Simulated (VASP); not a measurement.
Input of a VASP 6.6.1 run:

INCAR

```
PREC     = Accurate       # precision mode
ENCUT    = 520            # plane-wave cutoff, eV
EDIFF    = 1E-6           # SCF threshold, eV
ISMEAR   = -1             # smearing method
SIGMA    = 0.05           # smearing width, eV
LREAL    = False          # projectors in reciprocal space
LASPH    = True           # aspherical terms in the spheres
NELM     = 150            # most SCF steps
ALGO     = Normal         # electronic algorithm
ISIF     = 2              # what is computed and relaxed
LWAVE    = False          # write WAVECAR
LCHARG   = False          # write CHGCAR
LMAXMIX  = 4              # l up to which the mixer works
LDAU     = True           # DFT+U
LDAUTYPE = 2            
LDAUL    = 2 -1           # shell
LDAUU    = 5 0            # U, eV
LDAUJ    = 0 0          
LDAUPRINT= 1            
GGA      = PE             # functional
NBANDS   = 29             # bands
```

Contents of KPOINTS:

```
Automatic mesh
0
Gamma
  7 7 7
```

The input POSCAR:

```
TiSi2
1.0
    0.0000000000      4.1175163063      4.2628978354
    2.3895119538      0.0000000000      4.2628978354
    2.3895119538      4.1175163063      0.0000000000
Ti Si
2 4
Direct
    0.7500000000      0.7500000000      0.7500000000
    0.5000000000      0.5000000000      0.5000000000
    0.4125656100      0.0874343900      0.4125656100
    0.0874343900      0.4125656100      0.0874343900
    0.1625656100      0.8374343900      0.1625656100
    0.8374343900      0.1625656100      0.8374343900
```

Potentials or basis: VASP PAW PBE potentials, release 64 (Ti_sv, Si).

The run is started by

```console
$ cat potpaw_PBE.64/Ti_sv/POTCAR potpaw_PBE.64/Si/POTCAR > POTCAR
$ mpirun -np 1 vasp_std > vasp.out
```

Problem. Predict the band gap on the k mesh.

Solution. Zero (band 20 reaches 11.33 eV, above the bottom of band 21 at 9.37 eV).

Problem. Estimate the largest force.

Solution. 0.148 eV/Å.

Stress tensor (GPa, compression positive):
```
8.72 0.00 0.00
0.00 6.68 0.00
0.00 0.00 9.31
```

Caveat: U without spin polarisation on a metal has little footing; the U is typed as a test and isn't derived for this compound.
